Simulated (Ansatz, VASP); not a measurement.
## Two plane-wave programs on InGa3P4

POSCAR

```
InGa3P4
1.0
    3.9325968412      0.0000000000      0.0000000000
    0.0000000000      3.9388578899      5.5760865110
    0.0000000000     -3.9388578899      5.5760865110
Ga In P
3 1 4
Direct
    0.0000000000     -0.0003388215     -0.0003388215
    0.5000000000     -0.0000911061      0.5003205666
    0.5000000000      0.5003205666     -0.0000911061
    0.0000000000      0.4993371685      0.4993371685
    0.5000000000      0.1250709927      0.1250709927
    0.0000000000      0.1096614010      0.6300475672
    0.0000000000      0.6300475672      0.1096614010
    0.5000000000      0.6359922317      0.6359922317
```

File INCAR.step1:

```
  ALGO = Normal
  EDIFF = 1E-4
  ENCUT = 520
  GGA = PE
  ISMEAR = 0
  LASPH = True
  LCHARG = False
  LREAL = False
  LWAVE = True
  NBANDS = 46
  NELM = 100
  PREC = Accurate
  SIGMA = 0.01
```

The input INCAR.step2:

```
  ALGO = Normal
  EDIFF = 1E-7
  ENCUT = 520
  ISIF = 2
  ISMEAR = 0
  ISTART = 1
  LASPH = True
  LCHARG = False
  LMIXTAU = True
  LREAL = False
  LWAVE = False
  METAGGA = R2SCAN
  NBANDS = 46
  NELM = 100
  PREC = Accurate
  SIGMA = 0.01
```

Contents of KPOINTS:

```
k-points
0
Gamma
  6 4 4
```

Input for Ansatz:

```yaml
crystal:
  lattice:
    - [3.9325968412, 0.0, 0.0]
    - [0.0, 3.9388578899, 5.576086511]
    - [0.0, -3.9388578899, 5.576086511]
  atoms:
    - { symbol: Ga, position: [0.0, -0.0003388215, -0.0003388215] }
    - { symbol: Ga, position: [0.5, -9.11061e-05, 0.5003205666] }
    - { symbol: Ga, position: [0.5, 0.5003205666, -9.11061e-05] }
    - { symbol: In, position: [0.0, 0.4993371685, 0.4993371685] }
    - { symbol: P, position: [0.5, 0.1250709927, 0.1250709927] }
    - { symbol: P, position: [0.0, 0.109661401, 0.6300475672] }
    - { symbol: P, position: [0.0, 0.6300475672, 0.109661401] }
    - { symbol: P, position: [0.5, 0.6359922317, 0.6359922317] }
kpoints:
  mp_grid: { grid: [6, 4, 4] }
  band_path:
    path:
      - [0.0, 0.0, 0.0]
      - [0.0, 0.5, 0.5]
      - [0.0, 0.6252554367, 0.3747445633]
      - [0.0, 0.3747445633, -0.3747445633]
      - [0.5, 0.0, 0.0]
      - [0.5, 0.3747445633, -0.3747445633]
      - [0.5, 0.6252554367, 0.3747445633]
      - [0.5, 0.5, 0.5]
      - [0.0, 0.5, 0.0]
    npoints: 1
hamiltonian:
  xc: r2scan
scf:
  occupations: { method: fixed }
  n_extra_bands: 6
output:
  forces: true
  stress: true
  eigenvalues: true
```

Alike in both runs: task single point; functional r2SCAN; k mesh 6 × 4 × 4; no spin polarisation.

|  | VASP | Ansatz |
| --- | --- | --- |
| version | VASP 6.6.1 | Ansatz 0.2.0 |
| potentials or method | VASP PAW PBE potentials, release 64 (Ga_d, In_d, P) | plane waves, PAW |
| plane-wave cutoff (eV) | 520 | 500 |
| occupations | gaussian, width 0.01 eV | fixed |
| valence electrons in the cell | 72 | 72 |

|  | VASP | Ansatz | Ansatz less VASP |
| --- | --- | --- | --- |
| gap on the k mesh at the Fermi level (eV) | 1.47 | 1.48 | +0.014 |
| pressure (GPa) | -0.1 | 0.0 | +0.11 |
| rms of the force components (eV/Å) | 0.004 | 0.001 | -0.0038 |

VASP's potentials were made for PBE, not for r2SCAN. Atom by atom the forces differ by 0.004 eV/Å (rms over components).
